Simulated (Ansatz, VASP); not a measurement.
# One calculation of Pd, two programs

Contents of INCAR:

```
SYSTEM = Pd
ALGO = Normal
EDIFF = 1E-6
ENCUT = 520
GGA = CA
GGA_COMPAT = .False.
ISIF = 2
ISMEAR = -1
LASPH = .True.
LCHARG = .False.
LMAXMIX = 4
LNONCOLLINEAR = .True.
LORBIT = 11
LORBMOM = .True.
LREAL = .False.
LSORBIT = .True.
LWAVE = .False.
MAGMOM = 0 0 0
NBANDS = 21
NELM = 150
PREC = Accurate
SIGMA = 0.1
```

KPOINTS

```
k-points
0
Gamma
  26 26 26
  0 0 0
```

Contents of POSCAR:

```
Pd
1.0
    0.0000000000      1.7527702153      1.7527702153
    1.7527702153      0.0000000000      1.7527702153
    1.7527702153      1.7527702153      0.0000000000
Pd
1
Direct
    0.0000000000      0.0000000000      0.0000000000
```

Input for Ansatz:

```yaml
crystal:
  lattice:
    - [0.0, 1.7527702153, 1.7527702153]
    - [1.7527702153, 0.0, 1.7527702153]
    - [1.7527702153, 1.7527702153, 0.0]
  atoms:
    - { symbol: Pd, position: [0.0, 0.0, 0.0] }
kpoints:
  mp_grid: { grid: [26, 26, 26] }
scf:
  occupations: { method: fermi_dirac, width: 0.1 }
hamiltonian:
  xc: lda
  pseudopotentials: { kind: paw_fr }
output:
  forces: true
  stress: true
  eigenvalues: true
  populations: true
magnetization:
  noncollinear: true
  spin_orbit: true
```

Alike in both runs: task single point; functional LDA; k mesh 26 × 26 × 26; occupations fermi-dirac, width 0.1 eV; non-collinear spin, spin-orbit coupling.

|  | VASP | Ansatz |
| --- | --- | --- |
| version | VASP 6.6.1 | Ansatz 0.2.0 |
| potentials or method | VASP PAW LDA potentials, release 64 (Pd) | PAW with Ansatz's default frozen-core files, scalar-relativistic |
| plane-wave cutoff (eV) | 520 | 420 |
| valence electrons in the cell | 10 | 18 |

|  | VASP | Ansatz | Ansatz less VASP |
| --- | --- | --- | --- |
| net moment per atom (μB) | 0.00 | 0.00 | 0.000 |

LDA's correlation is that of Perdew and Zunger in VASP and of Perdew and Wang (1992) in Ansatz. VASP's potentials hold 10 valence electrons a cell and Ansatz's 18, so a difference there can come from the potentials and not from the codes.
